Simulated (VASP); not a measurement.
# Hf2Ti (Fd-3m) in VASP: a series of runs

Runs on Hf2Ti. Level: PBE. Tasks: single point, relaxation of cell and atoms.

Everything below comes from runs of VASP 6.6.1. Logs are shortened: lines on timing, memory, paths and dates and some standing lists are left out, and cuts for length are marked.

### Step 1. The cell of the first run

Symmetry: Fd-3m, No. 227, cubic system. Conventional cell: a = 8.071 Å, b = 8.071 Å, c = 8.071 Å, α = 90.00°, β = 90.00°, γ = 90.00°. Within 3.8 Å of Hf (site symmetry -3m) lie 6 Hf at 2.85 Å and 6 Ti at 3.35 Å. Ti (site symmetry -43m) has 12 Hf at 3.35 Å and 4 Ti at 3.49 Å within 4.4 Å.

### Step 2. Single point, PBE

File INCAR:

```
PREC     = Accurate       # precision mode
ENCUT    = 520            # plane-wave cutoff, eV
EDIFF    = 1E-6           # SCF threshold, eV
ISMEAR   = 0              # smearing method
SIGMA    = 0.1            # smearing width, eV
LREAL    = False          # projectors in reciprocal space
LASPH    = True           # aspherical terms in the spheres
NELM     = 80             # most SCF steps
ALGO     = Fast           # electronic algorithm
ISIF     = 2              # what is computed and relaxed
LWAVE    = False          # write WAVECAR
LCHARG   = False          # write CHGCAR
GGA      = PE             # functional
NBANDS   = 41             # bands
```

File KPOINTS:

```
regular mesh
0
Gamma
  8 8 8
```

File POSCAR:

```
Hf2Ti
1.0
    0.0000000000      4.0354472520      4.0354472520
    4.0354472520      0.0000000000      4.0354472520
    4.0354472520      4.0354472520      0.0000000000
Hf Ti
4 2
Direct
    0.1250000000      0.1250000000      0.1250000000
    0.6250000000      0.1250000000      0.1250000000
    0.1250000000      0.1250000000      0.6250000000
    0.1250000000      0.6250000000      0.1250000000
    0.5000000000      0.5000000000      0.5000000000
    0.7500000000      0.7500000000      0.7500000000
```

Potentials or basis: VASP PAW PBE potentials, release 64 (Hf_pv, Ti_sv).

Run with:

```bash
cat potpaw_PBE.64/Hf_pv/POTCAR potpaw_PBE.64/Ti_sv/POTCAR > POTCAR
mpirun -np 1 vasp_std > vasp.out
```

OUTCAR:

```text
PREC = Accurate
   ENCUT = 520
   EDIFF = 1E-6
   ISMEAR = 0
   LREAL = False
   LASPH = True
   NELM = 80
   ISIF = 2
   GGA = PE

 ion  position               nearest neighbor table
   1  0.125  0.125  0.125-   2 2.85   3 2.85   4 2.85   3 2.85   4 2.85   2 2.85   6 3.35   5 3.35
                             6 3.35   5 3.35   6 3.35   5 3.35
   2  0.625  0.125  0.125-   1 2.85   3 2.85   4 2.85   1 2.85   3 2.85   4 2.85   6 3.35   5 3.35
                             5 3.35   6 3.35   5 3.35   6 3.35
   3  0.125  0.125  0.625-   1 2.85   1 2.85   2 2.85   4 2.85   4 2.85   2 2.85   6 3.35   5 3.35
                             6 3.35   5 3.35   6 3.35   5 3.35
   4  0.125  0.625  0.125-   1 2.85   3 2.85   1 2.85   2 2.85   3 2.85   2 2.85   6 3.35   5 3.35
                             6 3.35   5 3.35   6 3.35   5 3.35
   5  0.500  0.500  0.500-   2 3.35   3 3.35   4 3.35   1 3.35   2 3.35   3 3.35   1 3.35   2 3.35
                             4 3.35   1 3.35   3 3.35   4 3.35
   6  0.750  0.750  0.750-   2 3.35   3 3.35   4 3.35   1 3.35   2 3.35   4 3.35   1 3.35   2 3.35
                             3 3.35   1 3.35   3 3.35   4 3.35

  LATTYP: Found a face centered cubic cell.
 ALAT       =     8.0708945040

  Lattice vectors:

 A1 = (   0.0000000000,   4.0354472520,   4.0354472520)
 A2 = (   4.0354472520,   0.0000000000,   4.0354472520)
 A3 = (   4.0354472520,   4.0354472520,   0.0000000000)

Analysis of symmetry for initial positions (statically):
=====================================================================
 Subroutine PRICEL returns:
 Original cell was already a primitive cell.

 Routine SETGRP: Setting up the symmetry group for a
 face centered cubic supercell.

 Subroutine GETGRP returns: Found 48 space group operations
 (whereof 24 operations were pure point group operations)
 out of a pool of 48 trial point group operations.

The static configuration has the point symmetry T_d .
 The point group associated with its full space group is O_h .

Analysis of symmetry for dynamics (positions and initial velocities):
=====================================================================
 Subroutine PRICEL returns:
 Original cell was already a primitive cell.

 Routine SETGRP: Setting up the symmetry group for a
 face centered cubic supercell.

 Subroutine GETGRP returns: Found 48 space group operations
 (whereof 24 operations were pure point group operations)
 out of a pool of 48 trial point group operations.

The dynamic configuration has the point symmetry T_d .
 The point group associated with its full space group is O_h .

 Subroutine INISYM returns: Found 48 space group operations
 (whereof 24 operations are pure point group operations),
 and found     1 'primitive' translations

----------------------------------------------------------------------------------------

                                     Primitive cell

  volume of cell :     131.4332

  direct lattice vectors                    reciprocal lattice vectors
     0.000000000  4.035447252  4.035447252    -0.123902004  0.123902004  0.123902004
     4.035447252  0.000000000  4.035447252     0.123902004 -0.123902004  0.123902004
     4.035447252  4.035447252  0.000000000     0.123902004  0.123902004 -0.123902004

  length of vectors
     5.706984234  5.706984234  5.706984234     0.214604565  0.214604565  0.214604565

  position of ions in fractional coordinates (direct lattice)
     0.125000000  0.125000000  0.125000000
     0.625000000  0.125000000  0.125000000
     0.125000000  0.125000000  0.625000000
     0.125000000  0.625000000  0.125000000
     0.500000000  0.500000000  0.500000000
     0.750000000  0.750000000  0.750000000

  ion indices of the primitive-cell ions
   primitive index   ion index
                 1           1
                 2           2
                 3           3
                 4           4
                 5           5
                 6           6

----------------------------------------------------------------------------------------

 KPOINTS: regular mesh

Automatic generation of k-mesh.
 Grid dimensions read from file:
 generate k-points for:    8    8    8

 Generating k-lattice:

  Cartesian coordinates                     Fractional coordinates (reciprocal lattice)
    -0.015487750  0.015487750  0.015487750     0.125000000  0.000000000  0.000000000
     0.015487750 -0.015487750  0.015487750     0.000000000  0.125000000  0.000000000
     0.015487750  0.015487750 -0.015487750     0.000000000  0.000000000  0.125000000

  Length of vectors
     0.026825571  0.026825571  0.026825571

  Shift w.r.t. Gamma in fractional coordinates (k-lattice)
     0.000000000  0.000000000  0.000000000

 Subroutine IBZKPT returns following result:
 ===========================================

 Found     29 irreducible k-points:

 Following reciprocal coordinates:
            Coordinates               Weight
  0.000000  0.000000  0.000000      1.000000
  0.125000  0.000000  0.000000      8.000000
  0.250000  0.000000  0.000000      8.000000
  0.375000  0.000000  0.000000      8.000000
  0.500000  0.000000  0.000000      4.000000
  0.125000  0.125000  0.000000      6.000000
[... 16 lines left out ...]
  0.500000  0.250000  0.125000     48.000000
 -0.375000  0.250000  0.125000     24.000000
 [... further k-points ...]
   k-points           NKPTS =     29   k-points in BZ     NKDIM =     29   number of bands    NBANDS=     41
   number of dos      NEDOS =    301   number of ions     NIONS =      6
   total plane-waves  NPLWV =  74088
   dimension x,y,z NGX =    42 NGY =   42 NGZ =   42
   dimension x,y,z NGXF=    84 NGYF=   84 NGZF=   84
   ions per type =               4   2
   NGX,Y,Z   is equivalent  to a cutoff of  12.23, 12.23, 12.23 a.u.
   NGXF,Y,Z  is equivalent  to a cutoff of  24.47, 24.47, 24.47 a.u.
 SYSTEM =  unknown system
   PREC   = accura    normal or accurate (medium, high low for compatibility)
   ISTART =      0    job   : 0-new  1-cont  2-samecut
   ICHARG =      2    charge: 1-file 2-atom 10-const
   ISPIN  =      1    spin polarized calculation?
   LNONCOLLINEAR =      F non collinear calculations
   LSORBIT =      F    spin-orbit coupling
   LASPH  =      T    aspherical Exc in radial PAW
   ENCUT  =  520.0 eV  38.22 Ry    6.18 a.u.  10.61 10.61 10.61*2*pi/ulx,y,z
   NELM   =     80;   NELMIN=  2; NELMDL= -5     # of ELM steps
   EDIFF  = 0.1E-05   stopping-criterion for ELM
   LREAL  =      F    real-space projection
   EDIFFG = 0.1E-04   stopping-criterion for IOM
   NSW    =      0    number of steps for IOM
   IBRION =     -1    ionic relax: 0-MD 1-quasi-New 2-CG
   NFREE  =      0    steps in history (QN), initial steepest desc. (CG)
   ISIF   =      2    stress and relaxation
   ISYM   =      2    0-nonsym 1-usesym 2-fastsym
   POTIM  = 0.5000    time-step for ionic-motion
   TEBEG  =    0.0;   TEEND  =   0.0 temperature during run
   PSTRESS=    0.0 pullay stress
   NELECT =      64.0000    total number of electrons
   NUPDOWN=      -1.0000    fix difference up-down
   EMIN   =  10.00;   EMAX   =-10.00  energy-range for DOS
   EFERMI =   0.00;   METHOD = LEGACY
   ISMEAR =     0;   SIGMA  =   0.10  broadening in eV -4-tet -1-fermi 0-gaus
   EFERMI_NEDOS =   21; number of points for ismear=-14 and -15
   IALGO  =     68    algorithm
   IMIX   =      4    mixing-type and parameters
     AMIX     =   0.40;   BMIX     =  1.00
     AMIX_MAG =   1.60;   BMIX_MAG =  1.00
  volume/ion in A,a.u.               =      21.91       147.83
  Fermi-wavevector in a.u.,A,eV,Ry     =   1.287952  2.433877 22.569635  1.658821
  Thomas-Fermi vector in A             =   2.419936
   LORBIT       =      0    0 simple, 1 ext, 2 COOP (PROOUT), +10 PAW based schemes
   GGA     = PE    functional components
   LHFCALC =     F    Hartree Fock is set to
   AEXX    =    0.0000 exact exchange contribution
   IVDW    =     0    specifies the selected vdW correction
   LEPSILON=     F    determine dielectric tensor
   LRPA    =     F    only Hartree local field effects (RPA)
 non-spin polarized calculation
 RMM-DIIS sequential band-by-band and
 Gauss-broadening in eV      SIGMA  =   0.10
  energy-cutoff  :      520.00
  volume of cell :      131.43
 maximum number of plane-waves:      3582
   NGX = 21   NGY = 21   NGZ = 21

 number of electron      63.9999984 magnetization

 Free energy of the ion-electron system (eV)
  ---------------------------------------------------
  ext. energy  EPLUGINS =         0.00000000
  ---------------------------------------------------
  free energy    TOTEN  =       -52.01267569 eV

  energy without entropy =      -51.87981437  energy(sigma->0) =      -51.94624503

 E-fermi :   4.9805     XC(G=0): -11.0251

 val. band max:        4.9794648980   @ k =  -0.3750   0.3750   0.0000
 cond. band min:       4.9807474804   @ k =   0.1250   0.0000   0.0000
 fundamental gap:      0.0012825824
 Fermi energy:         4.9805004876

 k-point     1 :       0.0000    0.0000    0.0000
  band No.  band energies     occupation
      1     -52.1114      2.00000
      2     -52.1043      2.00000
      3     -28.3259      2.00000
      4     -28.3259      2.00000
      5     -28.3259      2.00000
      6     -28.3015      2.00000
[... 33 lines left out ...]
     40       6.5814      0.00000
     41       7.8262      0.00000

 k-point     2 :       0.1250    0.0000    0.0000
  band No.  band energies     occupation
      1     -52.1112      2.00000
      2     -52.1045      2.00000
      3     -28.3268      2.00000
      4     -28.3268      2.00000
      5     -28.3265      2.00000
      6     -28.3008      2.00000
[... 33 lines left out ...]
     40       6.5600      0.00000
     41       7.7312      0.00000

 k-point     3 :       0.2500    0.0000    0.0000
  band No.  band energies     occupation
      1     -52.1106      2.00000
      2     -52.1050      2.00000
      3     -28.3286      2.00000
      4     -28.3286      2.00000
      5     -28.3266      2.00000
      6     -28.2997      2.00000
[... 875 lines left out ...]
      2     -52.1062      2.00000
      3     -28.3317      2.00000
      4     -28.3312      2.00000
      5     -28.3225      2.00000
      6     -28.3047      2.00000
[... 33 lines left out ...]
     40       6.6486      0.00000
     41       7.6263      0.00000

 k-point    24 :      -0.3750    0.2500    0.1250
  band No.  band energies     occupation
      1     -52.1091      2.00000
      2     -52.1066      2.00000
      3     -28.3319      2.00000
      4     -28.3317      2.00000
      5     -28.3212      2.00000
      6     -28.3060      2.00000
[... 33 lines left out ...]
     40       7.0445      0.00000
     41       7.1292      0.00000

 [... further k-points ...]

------------------------ aborting loop because EDIFF is reached ----------------------------------------

  FORCE on cell =-STRESS in cart. coord.  units (eV):
  Direction    XX          YY          ZZ          XY          YZ          ZX
  --------------------------------------------------------------------------------------
  -------------------------------------------------------------------------------------
  Total       -0.1393733     -0.1393733     -0.1393733     -0.0000000      0.0000000     -0.0000000
  in kB       -1.6989680     -1.6989680     -1.6989680     -0.0000000      0.0000000     -0.0000000
  external PRESSURE =      -1.6989680 kB  Pullay stress =       0.0000000 kB

 VOLUME and BASIS-vectors are now :
 -----------------------------------------------------------------------------
  energy-cutoff  :      520.00
  volume of cell :      131.43
      direct lattice vectors                 reciprocal lattice vectors
     0.000000000  4.035447252  4.035447252    -0.123902004  0.123902004  0.123902004
     4.035447252  0.000000000  4.035447252     0.123902004 -0.123902004  0.123902004
     4.035447252  4.035447252  0.000000000     0.123902004  0.123902004 -0.123902004

 POSITION                                       TOTAL-FORCE (eV/Angst)
 -----------------------------------------------------------------------------------
      1.00886      1.00886      1.00886        -0.000000      0.000000     -0.000000
      1.00886      3.02659      3.02659        -0.000000      0.000000     -0.000000
      3.02659      3.02659      1.00886        -0.000000      0.000000     -0.000000
      3.02659      1.00886      3.02659        -0.000000      0.000000     -0.000000
      4.03545      4.03545      4.03545         0.000000      0.000000      0.000000
      6.05317      6.05317      6.05317        -0.000000     -0.000000     -0.000000
 -----------------------------------------------------------------------------------
    total drift:                               -0.000000     -0.000000     -0.000000

  FREE ENERGIE OF THE ION-ELECTRON SYSTEM (eV)
  ---------------------------------------------------
  free  energy   TOTEN  =       -52.0126756903 eV

  energy  without entropy=      -51.8798143681  energy(sigma->0) =      -51.94624503
```

It took 6.4 min on 1 thread of Intel Xeon 6975P-C (Granite Rapids), shared host; peak memory 0.33 GiB.

Results:

| Quantity | Value |
| --- | --- |
| Free energy | -52.0127 eV |
| Pressure | -0.2 GPa |
| Band gap on the k mesh | zero (band 32 reaches 5.02 eV, above the bottom of band 33 at 4.92 eV) |

Caveat: spin-orbit coupling is left out, which moves the levels of the heavy elements.

(Part 1 of 2 ends here.)
